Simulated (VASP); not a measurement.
Set up this calculation in VASP 6.6.1, as the native input.

```yaml
Task: single point
Functional: PBE
Potentials_or_basis: VASP PAW PBE potentials, release 64 (Ba_sv)
Cutoff: 520 eV
k_mesh: 12 × 12 × 8
Occupations: gaussian, width 0.1 eV
Spin: no spin polarisation
Dipole_correction: no
Further_INCAR_settings: ALGO = Fast; EDIFF = 1e-06; NBANDS = 17
```

The structure of Ba lies in POSCAR:

```
Ba
1.0
    4.5045175166      0.0000000000      0.0000000000
   -2.2522587583      3.9010266011      0.0000000000
    0.0000000000      0.0000000000      7.4280930061
Ba
2
Direct
    0.3333333333      0.6666666667      0.7500000000
    0.6666666667      0.3333333333      0.2500000000
```

This cell differs from its parent crystal: volume scaled by 1.03, then relaxed in part.

These files were run (other wordings do the same):

INCAR

```
SYSTEM = Ba
PREC = Accurate ; ENCUT = 520
EDIFF = 1E-6 ; ISMEAR = 0
SIGMA = 0.1 ; LREAL = .False.
LASPH = .True. ; NELM = 100
ALGO = Fast ; ISIF = 2
LWAVE = .False. ; LCHARG = .True.
GGA = PE ; LELF = .True.
LVHAR = .True. ; NBANDS = 17
```

KPOINTS

```
Automatic mesh
0
Gamma
  12 12 8
  0 0 0
```

Potentials or basis: VASP PAW PBE potentials, release 64 (Ba_sv).

Launch:

```sh
$ cat potpaw_PBE.64/Ba_sv/POTCAR > POTCAR
$ mpirun -np 1 vasp_std > vasp.out
```

It gave:

```yaml
Pressure: -0.2 GPa
Band_gap_on_the_k_mesh: zero (band 10 reaches 1.69 eV, above the bottom of band 11 at 1.38 eV)
```

Caveat: spin-orbit coupling is left out, which moves the levels of the heavy elements.

It took 71 s on 1 thread of Intel(R) Xeon(R) 6975P-C (Granite Rapids) (shared host), peak memory 0.37 GiB.
